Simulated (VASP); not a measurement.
Runs of VASP 6.6.1 on Rb. The structure is that of space group I4/mmm (No. 139), or close to it. The cells are those of the table. 

```csv
task,level,potentials or basis,spin,cell,k mesh,cutoff (eV),smearing,dipole correction,tolerance level,purpose,passes,gap on the mesh (eV),pressure (GPa),relaxed volume (Å³/atom)
single point,PBE+D3(BJ),"VASP PAW PBE potentials, release 64 (Rb_sv)","non-collinear, zero start, SOC","a = 5.089 Å, angles 107.4, 107.4, 113.7°, 1 atom",7 × 7 × 7,520,fermi-dirac 0.05 eV,no,-,-,-,-,-0.4,-
single point,LDA,"VASP PAW LDA potentials, release 64 (Rb_sv)",off,"a = 4.992 Å, angles 107.4, 107.4, 113.7°, 1 atom",7 × 7 × 7,520,fermi-dirac 0.01 eV,no,-,-,-,none,(a),-
relaxation of cell and atoms,RPBE,"VASP PAW PBE potentials, release 64 (Rb_sv)",off,"relaxed from a = 5.153 Å, angles 107.4, 107.4, 113.7°, 1 atom",7 × 7 × 7,330,fermi-dirac 0.03 eV,-,screening,cell,2,none,0.0,100.23
relaxation of cell and atoms,RPBE,"VASP PAW PBE potentials, release 64 (Rb_sv)",off,"relaxed from a = 5.153 Å, angles 107.4, 107.4, 113.7°, 1 atom",9 × 9 × 9,650,fermi-dirac 0.02 eV,-,screening,cell,3,none,0.0,100.34
```

Problem. Estimate the missing entries.

Solution. (a) -0.5.

Caveats: the PAW data sets were made with another functional, which shifts forces and pressure a little (at least some runs); three body term missing (at least some runs).

A k mesh can miss the band edges, and rows without SOC leave out spin-orbit coupling on Rb.

A gap of «none» marks levels without a gap at the run's occupations.
